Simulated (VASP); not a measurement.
# Ca (P6_3/mmc) in VASP: notebook

Ca is run at these levels: PBE; tasks: single point, relaxation of cell and atoms.

Everything below comes from runs of VASP 6.6.1. Logs are shortened: lines on timing, memory, paths and dates and some standing lists are left out, and cuts for length are marked.

## Step 1: The cell of the first run

It takes space group P6_3/mmc (No. 194, hexagonal). Conventional cell: a = 3.935 Å, b = 3.935 Å, c = 6.468 Å, α = 90.00°, β = 90.00°, γ = 120.00°. Within 5.2 Å of Ca (site symmetry -6m2) lie 12 Ca at 3.94 to 3.95 Å.

This isn't the form of Ca at room conditions, which is fcc.

## Step 2: Single point, PBE

File INCAR:

```
SYSTEM = Ca
PREC     = Accurate       ! precision mode
ENCUT    = 520            ! plane-wave cutoff, eV
EDIFF    = 1E-7           ! SCF threshold, eV
ISMEAR   = -1             ! smearing method
SIGMA    = 0.08           ! smearing width, eV
LREAL    = .FALSE.        ! projectors in reciprocal space
LASPH    = .TRUE.         ! aspherical terms in the spheres
NELM     = 80             ! most SCF steps
ALGO     = Normal         ! electronic algorithm
ISIF     = 2              ! what is computed and relaxed
LWAVE    = .FALSE.        ! write WAVECAR
LCHARG   = .TRUE.         ! write CHGCAR
GGA      = PE             ! functional
LELF     = .TRUE.         ! ELF
LVHAR    = .TRUE.       
NBANDS   = 17             ! bands
```

File KPOINTS:

```
regular mesh
0
G
  11 11 6
  0 0 0
```

File POSCAR:

```
Ca
1.0
    3.9352111329      0.0000000000      0.0000000000
   -1.9676055664      3.4079928103      0.0000000000
    0.0000000000      0.0000000000      6.4677208756
Ca
2
Direct
    0.3333333333      0.6666666667      0.2500000000
    0.6666666667      0.3333333333      0.7500000000
```

Potentials or basis: VASP PAW PBE potentials, release 64 (Ca_sv).

Launch:

```
> cat potpaw_PBE.64/Ca_sv/POTCAR > POTCAR
> mpirun -np 1 vasp_std > vasp.out
```

OUTCAR:

```text
SYSTEM = Ca
   PREC = Accurate
   ENCUT = 520
   EDIFF = 1E-7
   ISMEAR = -1
   LREAL = .FALSE.
   LASPH = .TRUE.
   NELM = 80
   ISIF = 2
   GGA = PE

 ion  position               nearest neighbor table
   1  0.333  0.667  0.250-
   2  0.667  0.333  0.750-

  LATTYP: Found a hexagonal cell.
 ALAT       =     3.9352111329
 C/A-ratio  =     1.6435511735

  Lattice vectors:

 A1 = (   3.9352111329,   0.0000000000,   0.0000000000)
 A2 = (  -1.9676055664,   3.4079928103,   0.0000000000)
 A3 = (   0.0000000000,   0.0000000000,   6.4677208756)

Analysis of symmetry for initial positions (statically):
=====================================================================
 Subroutine PRICEL returns:
 Original cell was already a primitive cell.

 Routine SETGRP: Setting up the symmetry group for a
 hexagonal supercell.

 Subroutine GETGRP returns: Found 24 space group operations
 (whereof 12 operations were pure point group operations)
 out of a pool of 24 trial point group operations.

The static configuration has the point symmetry D_3d.
 The point group associated with its full space group is D_6h.

Analysis of symmetry for dynamics (positions and initial velocities):
=====================================================================
 Subroutine PRICEL returns:
 Original cell was already a primitive cell.

 Routine SETGRP: Setting up the symmetry group for a
 hexagonal supercell.

 Subroutine GETGRP returns: Found 24 space group operations
 (whereof 12 operations were pure point group operations)
 out of a pool of 24 trial point group operations.

The dynamic configuration has the point symmetry D_3d.
 The point group associated with its full space group is D_6h.

 Subroutine INISYM returns: Found 24 space group operations
 (whereof 12 operations are pure point group operations),
 and found     1 'primitive' translations

----------------------------------------------------------------------------------------

                                     Primitive cell

  volume of cell :      86.7397

  direct lattice vectors                    reciprocal lattice vectors
     3.935211133  0.000000000  0.000000000     0.254115971  0.146713925  0.000000000
    -1.967605566  3.407992810  0.000000000     0.000000000  0.293427849  0.000000000
[... 75 lines left out ...]
 SYSTEM =  Ca
   PREC   = accura    normal or accurate (medium, high low for compatibility)
   ISTART =      0    job   : 0-new  1-cont  2-samecut
   ICHARG =      2    charge: 1-file 2-atom 10-const
   ISPIN  =      1    spin polarized calculation?
   LNONCOLLINEAR =      F non collinear calculations
   LSORBIT =      F    spin-orbit coupling
   LASPH  =      T    aspherical Exc in radial PAW
   ENCUT  =  520.0 eV  38.22 Ry    6.18 a.u.   7.32  7.32 12.03*2*pi/ulx,y,z
   NELM   =     80;   NELMIN=  2; NELMDL= -5     # of ELM steps
   EDIFF  = 0.1E-06   stopping-criterion for ELM
   LREAL  =      F    real-space projection
   EDIFFG = 0.1E-05   stopping-criterion for IOM
   NSW    =      0    number of steps for IOM
   IBRION =     -1    ionic relax: 0-MD 1-quasi-New 2-CG
   NFREE  =      0    steps in history (QN), initial steepest desc. (CG)
   ISIF   =      2    stress and relaxation
   ISYM   =      2    0-nonsym 1-usesym 2-fastsym
   POTIM  = 0.5000    time-step for ionic-motion
   TEBEG  =    0.0;   TEEND  =   0.0 temperature during run
   PSTRESS=    0.0 pullay stress
   NELECT =      20.0000    total number of electrons
   NUPDOWN=      -1.0000    fix difference up-down
   EMIN   =  10.00;   EMAX   =-10.00  energy-range for DOS
   EFERMI =   0.00;   METHOD = LEGACY
   ISMEAR =    -1;   SIGMA  =   0.08  broadening in eV -4-tet -1-fermi 0-gaus
   EFERMI_NEDOS =   21; number of points for ismear=-14 and -15
   IALGO  =     38    algorithm
   IMIX   =      4    mixing-type and parameters
     AMIX     =   0.40;   BMIX     =  1.00
     AMIX_MAG =   1.60;   BMIX_MAG =  1.00
  volume/ion in A,a.u.               =      43.37       292.67
  Fermi-wavevector in a.u.,A,eV,Ry     =   1.003873  1.897045 13.711425  1.007761
  Thomas-Fermi vector in A             =   2.136453
   LORBIT       =      0    0 simple, 1 ext, 2 COOP (PROOUT), +10 PAW based schemes
   GGA     = PE    functional components
   LHFCALC =     F    Hartree Fock is set to
   AEXX    =    0.0000 exact exchange contribution
   IVDW    =     0    specifies the selected vdW correction
   LEPSILON=     F    determine dielectric tensor
   LRPA    =     F    only Hartree local field effects (RPA)
 non-spin polarized calculation
  energy-cutoff  :      520.00
  volume of cell :       86.74
 maximum number of plane-waves:      2364
 NGX is ok and might be reduce to    30

 number of electron      19.9999995 magnetization

 Free energy of the ion-electron system (eV)
  ---------------------------------------------------
  ext. energy  EPLUGINS =         0.00000000
  ---------------------------------------------------
  free energy    TOTEN  =        -3.87778472 eV

  energy without entropy =       -3.82657433  energy(sigma->0) =       -3.85217952

 E-fermi :   1.8941     XC(G=0):  -7.6506

 val. band max:        1.8868663460   @ k =   0.3636   0.2727   0.5000
 cond. band min:       1.8976989336   @ k =   0.1818   0.1818   0.0000
 fundamental gap:      0.0108325876
 Fermi energy:         1.8940949866

 k-point     1 :       0.0000    0.0000    0.0000
  band No.  band energies     occupation
      1     -40.2136      2.00000
      2     -40.2020      2.00000
      3     -21.2520      2.00000
      4     -21.1535      2.00000
      5     -21.1535      2.00000
      6     -21.1367      2.00000
[... 457 lines left out ...]
      4     -21.1921      2.00000
      5     -21.1873      2.00000
      6     -21.1656      2.00000
[... 9 lines left out ...]
     16       4.6907      0.00000
     17       4.8798      0.00000

 [... further k-points ...]
[... 5 lines left out ...]
  --------------------------------------------------------------------------------------
  -------------------------------------------------------------------------------------
  Total       -0.1904401     -0.1904401     -0.1929555     -0.0000000     -0.0000000     -0.0000000
  in kB       -3.5176375     -3.5176375     -3.5640989     -0.0000000     -0.0000000     -0.0000000
  external PRESSURE =      -3.5331246 kB  Pullay stress =       0.0000000 kB

 VOLUME and BASIS-vectors are now :
 -----------------------------------------------------------------------------
  energy-cutoff  :      520.00
  volume of cell :       86.74
      direct lattice vectors                 reciprocal lattice vectors
     3.935211133  0.000000000  0.000000000     0.254115971  0.146713925  0.000000000
    -1.967605566  3.407992810  0.000000000     0.000000000  0.293427849  0.000000000
     0.000000000  0.000000000  6.467720876     0.000000000  0.000000000  0.154613970

 POSITION                                       TOTAL-FORCE (eV/Angst)
 -----------------------------------------------------------------------------------
     -0.00000      2.27200      1.61693        -0.000000      0.000000      0.000000
      1.96761      1.13600      4.85079         0.000000      0.000000      0.000000
 -----------------------------------------------------------------------------------
    total drift:                               -0.000000      0.000000     -0.000000

  FREE ENERGIE OF THE ION-ELECTRON SYSTEM (eV)
  ---------------------------------------------------
  free  energy   TOTEN  =        -3.8777847204 eV

  energy  without entropy=       -3.8265743258  energy(sigma->0) =       -3.85217952
```

It took 2.2 min on 1 thread of Intel Xeon 8259CL, shared host; peak memory 0.24 GiB.

Results:

```yaml
Free_energy: -3.8778 eV
Pressure: -0.4 GPa
Band_gap_on_the_k_mesh: zero (bands 10 and 11 overlap by 0.43 eV)
```

Levels at points of the mesh, in eV from the Fermi level:
```
           k point  band 6  band 7  band 8  band 9  band 10  band 11  band 12  band 13  band 14  band 15
(0.00, 0.00, 0.00)  -23.03  -23.03  -23.02   -4.02    -1.04    -0.25     2.22     2.25     2.25     2.55
(0.00, 0.00, 0.50)  -23.04  -23.04  -23.04   -3.03    -3.03     1.36     1.36     2.25     2.25     2.25
```

## Step 3: Single point, PBE

This run uses another cell than the first one: it holds 4 atoms, not 2.

File INCAR:

```
PREC = Accurate ; ENCUT = 520
EDIFF = 1E-6 ; ISMEAR = -1
SIGMA = 0.08 ; LREAL = F
LASPH = T ; NELM = 100
ALGO = Normal ; ISIF = 2
LWAVE = F ; LCHARG = F
GGA = PE ; NBANDS = 28
```

File KPOINTS:

```
regular mesh
0
Gamma
  9 9 3
```

File POSCAR:

```
Ca
1.0
    3.9330831535      0.0000000000      0.0000000000
   -1.9665415767      3.4061499261      0.0000000000
    0.0000000000      0.0000000000     12.9121705091
Ca
4
Direct
    0.0000000000      0.0000000000      0.0000000000
    0.0000000000      0.0000000000      0.5000000000
    0.3333333333      0.6666666667      0.2500000000
    0.6666666667      0.3333333333      0.7500000000
```

Potentials or basis: VASP PAW PBE potentials, release 64 (Ca_sv).

Launch:

```
> cat potpaw_PBE.64/Ca_sv/POTCAR > POTCAR
> mpirun -np 1 vasp_std > vasp.out
```

OUTCAR:

```text
PREC = Accurate
   ENCUT = 520
   EDIFF = 1E-6
   ISMEAR = -1
   LREAL = F
   LASPH = T
   NELM = 100
   ISIF = 2
   GGA = PE

 ion  position               nearest neighbor table
   1  0.000  0.000  0.000-
   2  0.000  0.000  0.500-
   3  0.333  0.667  0.250-
   4  0.667  0.333  0.750-

  LATTYP: Found a hexagonal cell.
 ALAT       =     3.9330831535
 C/A-ratio  =     3.2829640272

  Lattice vectors:

 A1 = (   3.9330831535,   0.0000000000,   0.0000000000)
 A2 = (  -1.9665415767,   3.4061499261,   0.0000000000)
 A3 = (   0.0000000000,   0.0000000000,  12.9121705091)

Analysis of symmetry for initial positions (statically):
=====================================================================
 Subroutine PRICEL returns:
 Original cell was already a primitive cell.

 Routine SETGRP: Setting up the symmetry group for a
 hexagonal supercell.

 Subroutine GETGRP returns: Found 24 space group operations
[... 165 lines left out ...]
  ---------------------------------------------------
  free energy    TOTEN  =        -7.75393758 eV

  energy without entropy =       -7.63891043  energy(sigma->0) =       -7.69642401

 E-fermi :   1.8879     XC(G=0):  -7.6593

 val. band max:        1.8682732955   @ k =   0.2222   0.1111   0.0000
 cond. band min:       1.8944230585   @ k =   0.4444   0.1111   0.0000
 fundamental gap:      0.0261497630
 Fermi energy:         1.8878507097

 k-point     1 :       0.0000    0.0000    0.0000
  band No.  band energies     occupation
      1     -40.1967      2.00000
      2     -40.1924      2.00000
      3     -40.1887      2.00000
      4     -40.1844      2.00000
      5     -21.2380      2.00000
      6     -21.1773      2.00000
[... 733 lines left out ...]
     27       2.8245      0.00002
     28       3.1474      0.00000

------------------------ aborting loop because EDIFF is reached ----------------------------------------

  FORCE on cell =-STRESS in cart. coord.  units (eV):
  Direction    XX          YY          ZZ          XY          YZ          ZX
  --------------------------------------------------------------------------------------
  -------------------------------------------------------------------------------------
  Total       -0.3874757     -0.3874757     -0.3900731     -0.0000000     -0.0000000      0.0000000
  in kB       -3.5888794     -3.5888794     -3.6129370     -0.0000000     -0.0000000      0.0000000
  external PRESSURE =      -3.5968986 kB  Pullay stress =       0.0000000 kB

 VOLUME and BASIS-vectors are now :
 -----------------------------------------------------------------------------
  energy-cutoff  :      520.00
  volume of cell :      172.98
      direct lattice vectors                 reciprocal lattice vectors
     3.933083154  0.000000000  0.000000000     0.254253460  0.146793304  0.000000000
    -1.966541577  3.406149926  0.000000000     0.000000000  0.293586607  0.000000000
     0.000000000  0.000000000 12.912170509     0.000000000  0.000000000  0.077446313

 POSITION                                       TOTAL-FORCE (eV/Angst)
 -----------------------------------------------------------------------------------
      0.00000      0.00000      0.00000         0.000000      0.000000     -0.000000
      0.00000      0.00000      6.45609        -0.000000      0.000000     -0.000000
     -0.00000      2.27077      3.22804         0.000000     -0.000000      0.000000
      1.96654      1.13538      9.68413        -0.000000      0.000000      0.000000
 -----------------------------------------------------------------------------------
    total drift:                               -0.000000      0.000000      0.000000

  FREE ENERGIE OF THE ION-ELECTRON SYSTEM (eV)
  ---------------------------------------------------
  free  energy   TOTEN  =        -7.7539375839 eV

  energy  without entropy=       -7.6389104288  energy(sigma->0) =       -7.69642401
```

Run time: 3.5 min. Hardware: 1 thread of Intel Xeon 8259CL, shared host; peak memory 0.32 GiB.

Results:

```yaml
Free_energy: -7.7539 eV
Pressure: -0.4 GPa
Band_gap_on_the_k_mesh: zero (bands 20 and 21 overlap by 0.44 eV)
```

## Step 4: Relaxation of cell and atoms, PBE, target pressure -0.37 GPa, at which the enthalpy is minimised

This run uses another cell than the first one, of 43.14 Å³/atom.

File INCAR:

```
SYSTEM = Ca
  PREC = Accurate
  ENCUT = 600
  EDIFF = 1E-6
  ISMEAR = -1
  SIGMA = 0.08
  LREAL = .FALSE.
  LASPH = .TRUE.
  NELM = 100
  ALGO = Normal
  ISIF = 3
  LWAVE = .FALSE.
  LCHARG = .FALSE.
  GGA = PE
  IBRION = 2
  NSW = 60
  EDIFFG = -0.005
  PSTRESS = -3.7
```

File KPOINTS:

```
Automatic mesh
0
G
  11 11 6
  0 0 0
```

File POSCAR:

```
Ca
1.0
    3.9472820500      0.0000000000      0.0000000000
   -1.9736410250      3.4184465312      0.0000000000
    0.0000000000      0.0000000000      6.3945969210
Ca
2
Direct
    0.3333333333      0.6666666667      0.2500000000
    0.6666666667      0.3333333333      0.7500000000
```

Launch:

```
> cat potpaw_PBE.64/Ca_sv/POTCAR > POTCAR
> mpirun -np 1 vasp_std > vasp.out
```

Run time: 10 min. Hardware: 1 thread of Intel Xeon 8259CL, shared host; peak memory 0.29 GiB.

It converged, with:

| Quantity | Value |
| --- | --- |
| Free energy | -3.8772 eV |
| Relaxed volume | 43.48 Å³/atom |
| Relaxed cell | a = 3.939 Å, b = 3.939 Å, c = 6.470 Å, α = 90.00°, β = 90.00°, γ = 120.00° |
| Space group after relaxing (to 0.1 Å) | P6_3/mmc (No. 194) |
| Energy change on relaxing (the run minimises the enthalpy) | +0.0 meV/atom |
| Ionic steps | 7 |
| Pressure after relaxing | -0.4 GPa |
| Band gap on the k mesh | zero (bands 10 and 11 overlap by 0.43 eV) |

Final structure:
```
Ca
1.0
     3.93941    0.00000    0.00000
    -1.96971    3.41163    0.00000
     0.00000    0.00000    6.46970
Ca
2
Direct
  0.33333 0.66667 0.25000
  0.66667 0.33333 0.75000
```

Levels at points of the mesh, in eV from the Fermi level:
```
           k point  band 7  band 8  band 9  band 10  band 11  band 12  band 13  band 14
(0.00, 0.00, 0.00)  -23.04  -23.03   -4.01    -1.04    -0.24     2.22     2.25     2.25
(0.00, 0.00, 0.50)  -23.05  -23.05   -3.03    -3.03     1.36     1.36     2.24     2.24
```

Caveat: the cell is relaxed towards a set pressure, so the run minimises the enthalpy, not the energy.

## Step 5: Summary

| task | cell | k mesh | cutoff (eV) | gap on the mesh (eV) | pressure (GPa) |
| --- | --- | --- | --- | --- | --- |
| single point | a = 3.935, b = 3.935, c = 6.468 Å, angles 90.0, 90.0, 120.0°, 2 atoms, atomic positions A | 11 × 11 × 6 | 520 | none | -0.4 |
| single point | a = 3.933, b = 3.933, c = 12.912 Å, angles 90.0, 90.0, 120.0°, 4 atoms, atomic positions B | 9 × 9 × 3 | 520 | none | -0.4 |
| relaxation of cell and atoms | relaxed to -0.37 GPa from a = 3.947, b = 3.947, c = 6.395 Å, angles 90.0, 90.0, 120.0°, 2 atoms, atomic positions A | 11 × 11 × 6 | 600 | none | -0.4 |

Alike in all rows: level PBE; potentials or basis VASP PAW PBE potentials, release 64 (Ca_sv); no spin polarisation; smearing fermi-dirac 0.08 eV.

Caveats: the cell is relaxed towards a set pressure, so the run minimises the enthalpy, not the energy (at least some runs).

Total energies depend on the potentials used, so only differences within one code and one set of settings carry meaning.

The gap in the log of VASP goes by the Fermi energy; the results here count the filled bands.